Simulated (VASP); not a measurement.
# LiCl (F-43m) in VASP: vibrations by perturbation theory with PBE

Aim: the vibrations by perturbation theory of LiCl with PBE.

All numbers are computed with VASP 6.6.1; they aren't measurements. Logs are shortened: lines on timing, memory, paths and dates and some standing lists are left out, and cuts for length are marked.

**1. The cell of the first run**

The structure is cubic, space group F-43m (No. 216). The conventional cell has a = 5.516 Å, b = 5.516 Å, c = 5.516 Å, α = 90.00°, β = 90.00°, γ = 90.00°. Within 3.2 Å of Li (site symmetry -43m) lie 4 Cl at 2.39 Å. Within 3.2 Å of Cl (site symmetry -43m) lie 4 Li at 2.39 Å.

**2. Vibrations by perturbation theory, PBE**

File INCAR:

```
SYSTEM = LiCl
PREC = Accurate ; ENCUT = 520
EDIFF = 1E-8 ; ISMEAR = 0
SIGMA = 0.01 ; LREAL = .FALSE.
LASPH = .TRUE. ; NELM = 80
ALGO = Normal ; ISIF = 2
LWAVE = .FALSE. ; LCHARG = .FALSE.
GGA = PE ; NBANDS = 12
IBRION = 8 ; NSW = 1
LEPSILON = .TRUE.
```

File KPOINTS:

```
Automatic mesh
0
G
  8 8 8
  0 0 0
```

File POSCAR:

```
LiCl
1.0
    0.0000000000      2.7578175395      2.7578175395
    2.7578175395      0.0000000000      2.7578175395
    2.7578175395      2.7578175395      0.0000000000
Li Cl
1 1
Direct
    0.7500000000      0.7500000000      0.7500000000
    0.5000000000      0.5000000000      0.5000000000
```

Potentials or basis: VASP PAW PBE potentials, release 64 (Li_sv, Cl).

Run with:

```bash
$ cat potpaw_PBE.64/Li_sv/POTCAR potpaw_PBE.64/Cl/POTCAR > POTCAR
$ mpirun -np 1 vasp_std > vasp.out
```

OUTCAR:

```text
SYSTEM = LiCl
   PREC = Accurate
   ENCUT = 520
   EDIFF = 1E-8
   ISMEAR = 0
   LREAL = .FALSE.
   LASPH = .TRUE.
   NELM = 80
   ISIF = 2
   GGA = PE
   IBRION = 8
   NSW = 1
   LEPSILON = .TRUE.

 ion  position               nearest neighbor table
   1  0.750  0.750  0.750-   2 2.39   2 2.39   2 2.39   2 2.39
   2  0.500  0.500  0.500-   1 2.39   1 2.39   1 2.39   1 2.39

  LATTYP: Found a face centered cubic cell.
 ALAT       =     5.5156350790

  Lattice vectors:

 A1 = (   0.0000000000,   2.7578175395,   2.7578175395)
 A2 = (   2.7578175395,   0.0000000000,   2.7578175395)
 A3 = (   2.7578175395,   2.7578175395,   0.0000000000)

Analysis of symmetry for initial positions (statically):
=====================================================================
 Subroutine PRICEL returns:
 Original cell was already a primitive cell.

 Routine SETGRP: Setting up the symmetry group for a
 face centered cubic supercell.

 Subroutine GETGRP returns: Found 24 space group operations
 (whereof 24 operations were pure point group operations)
 out of a pool of 48 trial point group operations.

The static configuration has the point symmetry T_d .

Analysis of symmetry for dynamics (positions and initial velocities):
=====================================================================
 Subroutine PRICEL returns:
 Original cell was already a primitive cell.

 Routine SETGRP: Setting up the symmetry group for a
 face centered cubic supercell.

 Subroutine GETGRP returns: Found 24 space group operations
 (whereof 24 operations were pure point group operations)
 out of a pool of 48 trial point group operations.

The dynamic configuration has the point symmetry T_d .

 Subroutine INISYM returns: Found 24 space group operations
 (whereof 24 operations are pure point group operations),
 and found     1 'primitive' translations

----------------------------------------------------------------------------------------

                                     Primitive cell

  volume of cell :      41.9495

  direct lattice vectors                    reciprocal lattice vectors
     0.000000000  2.757817539  2.757817539    -0.181302785  0.181302785  0.181302785
     2.757817539  0.000000000  2.757817539     0.181302785 -0.181302785  0.181302785
     2.757817539  2.757817539  0.000000000     0.181302785  0.181302785 -0.181302785

  length of vectors
     3.900142967  3.900142967  3.900142967     0.314025635  0.314025635  0.314025635

  position of ions in fractional coordinates (direct lattice)
     0.750000000  0.750000000  0.750000000
     0.500000000  0.500000000  0.500000000

  ion indices of the primitive-cell ions
   primitive index   ion index
                 1           1
                 2           2

----------------------------------------------------------------------------------------

 KPOINTS: Automatic mesh

Automatic generation of k-mesh.
 Grid dimensions read from file:
 generate k-points for:    8    8    8

 Generating k-lattice:

  Cartesian coordinates                     Fractional coordinates (reciprocal lattice)
[... 508 lines left out ...]

 Free energy of the ion-electron system (eV)
  ---------------------------------------------------
  ---------------------------------------------------
  free energy    TOTEN  =        -0.19365208 eV

  energy without entropy =       -0.19365208

------------------------ aborting loop because EDIFF is reached ----------------------------------------

--------------------------------------- Ionic step        2  -------------------------------------------

------------------------ aborting loop because EDIFF is reached ----------------------------------------

--------------------------------------- Ionic step        3  -------------------------------------------

------------------------ aborting loop because EDIFF is reached ----------------------------------------

 PIEZOELECTRIC TENSOR FIELD DIRECTION 3  (e Angst)
 -----------------------------------------------------------------------------
    -0.00027  0.53301  0.00000           ( -0.00000 -0.00224  0.00000)
     0.53301 -0.00027  0.00000           ( -0.00224 -0.00000  0.00000)
     0.00000  0.00000 -0.00016           (  0.00000  0.00000 -0.00000)

 PIEZOELECTRIC TENSOR FIELD DIRECTION 3  (C/m^2)
 -----------------------------------------------------------------------------
    -0.00010  0.20357  0.00000
     0.20357 -0.00010  0.00000
     0.00000  0.00000 -0.00006

--------------------------------------- Ionic step        4  -------------------------------------------

------------------------ aborting loop because EDIFF is reached ----------------------------------------

[... ionic steps 5 to 6 ...]

--------------------------------------- Ionic step        7  -------------------------------------------

 Free energy of the ion-electron system (eV)
  ---------------------------------------------------
  ---------------------------------------------------
  free energy    TOTEN  =        -0.19414305 eV

  energy without entropy =       -0.19414305

------------------------ aborting loop because EDIFF is reached ----------------------------------------

 INTERNAL STRAIN TENSOR  FOR ION    2  DIRECTION 1   (eV/Angst):
 -----------------------------------------------------------------------------
    -0.00015  0.00000  0.00000
     0.00000  0.00217  1.93599
     0.00000  1.93599  0.00217

 MACROSCOPIC STATIC DIELECTRIC TENSOR (including local field effects in DFT)
 ------------------------------------------------------
           2.454505     0.000000    -0.000000
          -0.000000     2.454505     0.000000
          -0.000000     0.000000     2.454505
 ------------------------------------------------------

 PIEZOELECTRIC TENSOR (including local field effects)  for field in x, y, z        (e  Angst)
          XX          YY          ZZ          XY          YZ          ZX
  --------------------------------------------------------------------------------
  x     0.00000    -0.00000    -0.00000     0.00000     0.53275    -0.00000
  y     0.00000    -0.00000     0.00000    -0.00000     0.00000     0.53275
  z     0.00000     0.00000     0.00000     0.53275    -0.00000     0.00000

 PIEZOELECTRIC TENSOR (including local field effects)  for field in x, y, z        (C/m^2)
          XX          YY          ZZ          XY          YZ          ZX
  --------------------------------------------------------------------------------
  x     0.00000    -0.00000    -0.00000     0.00000     0.20347    -0.00000
  y     0.00000    -0.00000     0.00000    -0.00000     0.00000     0.20347
  z     0.00000     0.00000     0.00000     0.20347    -0.00000     0.00000

 BORN EFFECTIVE CHARGES (including local field effects) (in |e|, cummulative output)
 ---------------------------------------------------------------------------------
 ion    1
    1     1.02623     0.00000     0.00000
    2    -0.00000     1.02623     0.00000
    3     0.00000    -0.00000     1.02623
 ion    2
    1    -1.02623    -0.00000    -0.00000
    2     0.00000    -1.02623     0.00000
    3    -0.00000     0.00000    -1.02623

 INTERNAL STRAIN TENSOR FOR ION    2 for displacements in x,y,z  (eV/Angst):
          X           Y           Z          XY          YZ          ZX
  --------------------------------------------------------------------------------
  x    -0.00000     0.00000     0.00000     0.00000     1.93599     0.00000
  y     0.00000     0.00000     0.00000     0.00000     0.00000     1.93599
  z     0.00000     0.00000    -0.00000     1.93599     0.00000     0.00000

 SECOND DERIVATIVES (NOT SYMMETRIZED)
 ------------------------------------
               1X          1Y          1Z          2X          2Y          2Z
  1X    -1.979161    0.000000    0.000000    1.979161    0.000000    0.000000
  1Y     0.000000   -1.979161    0.000000    0.000000    1.979161    0.000000
  1Z     0.000000    0.000000   -1.979161    0.000000    0.000000    1.979161
  2X     1.982778    0.000000    0.000000   -1.982778    0.000000    0.000000
  2Y     0.000000    1.982778    0.000000    0.000000   -1.982778    0.000000
  2Z     0.000000    0.000000    1.982778    0.000000    0.000000   -1.982778

 Eigenvectors and eigenvalues of the dynamical matrix
 ----------------------------------------------------

   1 f  =    9.092360 THz    57.128983 2PiTHz  303.288487 cm-1    37.602963 meV
             X         Y         Z           dx          dy          dz
      4.136726  4.136726  4.136726    -0.913599    0.000000    0.000000
      2.757818  2.757818  2.757818     0.406616    0.000000    0.000000
[... 21 lines left out ...]
   6 f/i=    0.003084 THz     0.019376 2PiTHz    0.102864 cm-1     0.012754 meV
             X         Y         Z           dx          dy          dz
      4.136726  4.136726  4.136726     0.000000   -0.406616    0.000000
      2.757818  2.757818  2.757818     0.000000   -0.913599    0.000000

--------------------------------------------------------------------------------------------------------

 MACROSCOPIC STATIC DIELECTRIC TENSOR IONIC CONTRIBUTION
 ------------------------------------------------------
           2.293225    -0.000000     0.000000
          -0.000000     2.293225     0.000000
           0.000000     0.000000     2.293225
 ------------------------------------------------------

 ELASTIC MODULI CONTR FROM IONIC RELAXATION (kBar)
 Direction    XX          YY          ZZ          XY          YZ          ZX
 --------------------------------------------------------------------------------
 XX          -0.0000     -0.0000     -0.0000      0.0000      0.0000      0.0000
 YY          -0.0000     -0.0000     -0.0000      0.0000      0.0000     -0.0000
 ZZ          -0.0000     -0.0000     -0.0000      0.0000      0.0000      0.0000
 XY           0.0000      0.0000      0.0000    -76.0072     -0.0000     -0.0000
 YZ           0.0000      0.0000      0.0000     -0.0000    -76.0072      0.0000
 ZX           0.0000     -0.0000      0.0000     -0.0000      0.0000    -76.0072
 --------------------------------------------------------------------------------

 PIEZOELECTRIC TENSOR IONIC CONTR  for field in x, y, z        (C/m^2)
          XX          YY          ZZ          XY          YZ          ZX
  --------------------------------------------------------------------------------
  x     0.00000     0.00000     0.00000    -0.00000    -0.39285     0.00000
  y     0.00000    -0.00000     0.00000    -0.00000     0.00000    -0.39285
  z     0.00000     0.00000     0.00000    -0.39285    -0.00000    -0.00000
```

It took 12 min on 1 thread of Intel Xeon 8259CL, shared host; peak memory 0.27 GiB.

Results:

```yaml
Electronic_dielectric_tensor_diagonal: 2.45
Born_charges_mean_of_the_diagonal: Li +1.03; Cl -1.03 e
Highest_phonon_frequency_at_Γ_LO-TO_splitting_left_out: 303 cm⁻¹
```

Phonon frequencies in cm⁻¹ (negative: imaginary):
| q point | frequencies |
| --- | --- |
| (0.000, 0.000, 0.000) | 0 0 0 303 303 303 |

Electronic dielectric tensor:
```
2.45 0.00 0.00
0.00 2.45 0.00
0.00 0.00 2.45
```

Born effective charge tensors (e):
atom 1, Li
```
1.03 0.00 0.00
0.00 1.03 0.00
0.00 0.00 1.03
```
atom 2, Cl
```
-1.03  0.00  0.00
 0.00 -1.03  0.00
 0.00  0.00 -1.03
```
